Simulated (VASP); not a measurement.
# NbCd3H3 (Pm-3m) in VASP: notebook, part 2 of 2

VASP 6.6.1.

## Step 3: Relaxation of cell and atoms, PBE

This run uses another cell than the first one, of 12.71 Å³/atom, 0.998 times its volume.

Contents of INCAR:

```
SYSTEM = NbCd3H3
PREC = Accurate
ENCUT = 600
EDIFF = 1E-6
ISMEAR = 0
SIGMA = 0.1
LREAL = .False.
LASPH = .True.
NELM = 80
ALGO = Fast
ISIF = 3
LWAVE = .False.
LCHARG = .False.
GGA = PE
IBRION = 2
NSW = 90
EDIFFG = -0.025
```

Contents of KPOINTS:

```
regular mesh
0
Gamma
  8 8 8
  0 0 0
```

Contents of POSCAR:

```
NbCd3H3
1.0
    4.4646823045      0.0000000000      0.0000000000
    0.0000000000      4.4646823045      0.0000000000
    0.0000000000      0.0000000000      4.4646823045
Nb Cd H
1 3 3
Direct
    1.0000000000      0.0000000000      1.0000000000
    1.0000000000      0.5000000000      0.5000000000
    0.5000000000      0.0000000000      0.5000000000
    0.5000000000      0.5000000000      0.0000000000
    0.0000000000      0.0000000000      0.5000000000
    0.5000000000      0.0000000000      0.0000000000
    0.0000000000      0.5000000000      0.0000000000
```

Potentials or basis: VASP PAW PBE potentials, release 64 (Nb_sv, Cd, H).

On the command line:

```console
$ cat potpaw_PBE.64/Nb_sv/POTCAR potpaw_PBE.64/Cd/POTCAR potpaw_PBE.64/H/POTCAR > POTCAR
$ mpirun -np 1 vasp_std > vasp.out
```

OUTCAR:

```text
SYSTEM = NbCd3H3
   PREC = Accurate
   ENCUT = 600
   EDIFF = 1E-6
   ISMEAR = 0
   LREAL = .False.
   LASPH = .True.
   NELM = 80
   ISIF = 3
   GGA = PE
   IBRION = 2
   NSW = 90
   EDIFFG = -0.025

 ion  position               nearest neighbor table
   1  0.000  0.000  0.000-   2 3.16   3 3.16   4 3.16   2 3.16   3 3.16   2 3.16   4 3.16   2 3.16
                             3 3.16   4 3.16   3 3.16   4 3.16
   2  0.000  0.500  0.500-   5 2.23   7 2.23   7 2.23   5 2.23   3 3.16   1 3.16   4 3.16   4 3.16
                             1 3.16   3 3.16   1 3.16   1 3.16   3 3.16   4 3.16   4 3.16   3 3.16
   3  0.500  0.000  0.500-   5 2.23   6 2.23   6 2.23   5 2.23   2 3.16   1 3.16   4 3.16   4 3.16
                             2 3.16   4 3.16   4 3.16   1 3.16   2 3.16   1 3.16   1 3.16   2 3.16
   4  0.500  0.500  0.000-   6 2.23   7 2.23   6 2.23   7 2.23   2 3.16   2 3.16   3 3.16   1 3.16
                             3 3.16   3 3.16   3 3.16   1 3.16   2 3.16   1 3.16   2 3.16   1 3.16
   5  0.000  0.000  0.500-   2 2.23   3 2.23   2 2.23   3 2.23
   6  0.500  0.000  0.000-   3 2.23   4 2.23   3 2.23   4 2.23
   7  0.000  0.500  0.000-   2 2.23   4 2.23   2 2.23   4 2.23

  LATTYP: Found a simple cubic cell.
 ALAT       =     4.4646823045

[... 247 lines left out ...]
 cond. band min:       5.4260157147   @ k =   0.5000   0.3750   0.2500
 fundamental gap:      0.0038640922
 Fermi energy:         5.4234591700

 k-point     1 :       0.0000    0.0000    0.0000
  band No.  band energies     occupation
      1     -49.9456      2.00000
      2     -26.0488      2.00000
      3     -26.0488      2.00000
      4     -26.0488      2.00000
      5      -5.5228      2.00000
      6      -5.2728      2.00000
[... 805 lines left out ...]
     30       6.8005      0.00000
     31       8.3483      0.00000

 [... further k-points ...]
[... 5 lines left out ...]
  --------------------------------------------------------------------------------------
  -------------------------------------------------------------------------------------
  Total       -0.0357428     -0.0357428     -0.0357428      0.0000000      0.0000000     -0.0000000
  in kB       -0.6395316     -0.6395316     -0.6395316      0.0000000      0.0000000     -0.0000000
  external PRESSURE =      -0.6395316 kB  Pullay stress =       0.0000000 kB

 VOLUME and BASIS-vectors are now :
 -----------------------------------------------------------------------------
  energy-cutoff  :      600.00
  volume of cell :       89.54
      direct lattice vectors                 reciprocal lattice vectors
     4.473826555  0.000000000  0.000000000     0.223522300 -0.000000000 -0.000000000
     0.000000000  4.473826555 -0.000000000    -0.000000000  0.223522300  0.000000000
     0.000000000  0.000000000  4.473826555    -0.000000000  0.000000000  0.223522300

 POSITION                                       TOTAL-FORCE (eV/Angst)
 -----------------------------------------------------------------------------------
      0.00000      0.00000      0.00000        -0.000000      0.000000      0.000000
      0.00000      2.23691      2.23691         0.000000      0.000000      0.000000
      2.23691      0.00000      2.23691        -0.000000      0.000000      0.000000
      2.23691      2.23691     -0.00000        -0.000000      0.000000      0.000000
      0.00000      0.00000      2.23691        -0.000000      0.000000      0.000000
      2.23691      0.00000      0.00000        -0.000000      0.000000      0.000000
      0.00000      2.23691     -0.00000        -0.000000      0.000000      0.000000
 -----------------------------------------------------------------------------------
    total drift:                                0.000000      0.000000      0.000000

  FREE ENERGIE OF THE ION-ELECTRON SYSTEM (eV)
  ---------------------------------------------------
  free  energy   TOTEN  =       -19.4578852980 eV

  energy  without entropy=      -19.4401636541  energy(sigma->0) =      -19.44902448

 reached required accuracy - stopping structural energy minimisation
```

CONTCAR:

```text
NbCd3H3
   1.00000000000000
     4.4738265546293121    0.0000000000000000    0.0000000000000000
     0.0000000000000000    4.4738265546293121   -0.0000000000000000
     0.0000000000000000    0.0000000000000000    4.4738265546293121
  Nb              Cd              H
     1     3     3
Direct
     0.0000000000000000    0.0000000000000000    0.0000000000000000
     0.0000000000000000    0.5000000000000000    0.5000000000000000
     0.5000000000000000    0.0000000000000000    0.5000000000000000
     0.5000000000000000    0.5000000000000000    0.0000000000000000
     0.0000000000000000    0.0000000000000000    0.5000000000000000
     0.5000000000000000    0.0000000000000000    0.0000000000000000
     0.0000000000000000    0.5000000000000000    0.0000000000000000

  0.00000000E+00  0.00000000E+00  0.00000000E+00
  0.00000000E+00  0.00000000E+00  0.00000000E+00
  0.00000000E+00  0.00000000E+00  0.00000000E+00
  0.00000000E+00  0.00000000E+00  0.00000000E+00
  0.00000000E+00  0.00000000E+00  0.00000000E+00
  0.00000000E+00  0.00000000E+00  0.00000000E+00
  0.00000000E+00  0.00000000E+00  0.00000000E+00
```

Wall time 8.5 min (1 thread of Oxide Virtual Turin-like, shared host); peak memory 0.25 GiB.

What came out:

- Free energy: -19.4579 eV
- Relaxed volume: 12.79 Å³/atom
- Relaxed cell: a = 4.474 Å, b = 4.474 Å, c = 4.474 Å, α = 90.00°, β = 90.00°, γ = 90.00°
- Space group after relaxing (to 0.05 Å): Pm-3m (No. 221)
- Energy gained by relaxing: 0.1 meV/atom
- Ionic steps: 2
- Pressure after relaxing: -0.1 GPa
- Band gap on the k mesh: zero (band 26 reaches 6.03 eV, above the bottom of band 27 at 5.14 eV)

Step by step:
| step | energy change (eV) | largest force (eV/Å) | pressure (GPa) | volume (Å³) |
| --- | --- | --- | --- | --- |
| 1 | 0.0000 | 0.0000 | 0.54 | 89.00 |
| 2 | -0.0008 | 0.0000 | -0.06 | 89.54 |

Final structure:
```yaml
crystal:
  lattice:
    - [4.47383, 0.00000, 0.00000]
    - [0.00000, 4.47383, 0.00000]
    - [0.00000, 0.00000, 4.47383]
  atoms:
    - { symbol: Nb, position: [0.00000, 0.00000, 0.00000] }
    - { symbol: Cd, position: [0.00000, 0.50000, 0.50000] }
    - { symbol: Cd, position: [0.50000, 0.00000, 0.50000] }
    - { symbol: Cd, position: [0.50000, 0.50000, 0.00000] }
    - { symbol: H, position: [0.00000, 0.00000, 0.50000] }
    - { symbol: H, position: [0.50000, 0.00000, 0.00000] }
    - { symbol: H, position: [0.00000, 0.50000, 0.00000] }
```

PBE usually gives volumes a little too large and moduli too small. Zero-point motion and thermal expansion aren't in these numbers.
